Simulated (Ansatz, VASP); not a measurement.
One calculation of ZnSe, two programs

```
Zn Se
1.0
     0.00000    2.89430    2.89430
     2.89430    0.00000    2.89430
     2.89430    2.89430    0.00000
Zn Se
1 1
Cartesian
  0.0000 0.0000 0.0000
  1.4471 1.4471 1.4471
```

Alike in both runs: task single point; functional PBE; k mesh 8 × 8 × 8; occupations gaussian, width 0.02 eV; no spin polarisation.

|  | VASP | Ansatz |
| --- | --- | --- |
| version | VASP 6.6.1 | Ansatz 0.2.0 |
| potentials or method | VASP PAW PBE potentials, release 64 (Zn, Se), cutoff 520 eV | scalar-relativistic, plane waves, PAW |
| valence electrons in the cell | 18 | 28 |

|  | VASP | Ansatz | Ansatz less VASP |
| --- | --- | --- | --- |
| gap on the k mesh at the Fermi level (eV) | 1.04 | 1.04 | 0.000 |
| least direct gap on the mesh (eV) | 1.04 | 1.04 | 0.000 |
| pressure (GPa) | -1.4 | -1.5 | -0.19 |

VASP's potentials hold 18 valence electrons a cell and Ansatz's 28, so a difference there can come from the potentials and not from the codes.
